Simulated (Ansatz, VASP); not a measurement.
**One calculation of RbCl, two programs**

```xyz
2
Lattice="0.0000 3.3491 3.3491 3.3491 0.0000 3.3491 3.3491 3.3491 0.0000" Properties=species:S:1:pos:R:3 pbc="T T T"
Rb    0.0000    0.0000    0.0000
Cl    3.3491    3.3491    3.3491
```

Alike in both runs: functional PBE; k mesh 6 × 6 × 6; occupations gaussian, width 0.02 eV; no spin polarisation.

Ansatz relaxed the structure, and its values are those at the end. VASP's run is a single point on that final structure, the one shown.

```csv
,VASP,Ansatz
version,VASP 6.6.1,Ansatz 0.2.0
potentials or method,"VASP PAW PBE potentials, release 64 (Rb_sv, Cl), cutoff 500 eV","scalar-relativistic, plane waves, PAW"
valence electrons in the cell,16,16
```

```tsv
	VASP	Ansatz	Ansatz less VASP
gap on the k mesh at the Fermi level (eV)	4.83	4.84	+0.003
least direct gap on the mesh (eV)	4.83	4.84	+0.003
pressure (GPa)	0.0	0.0	+0.01
```
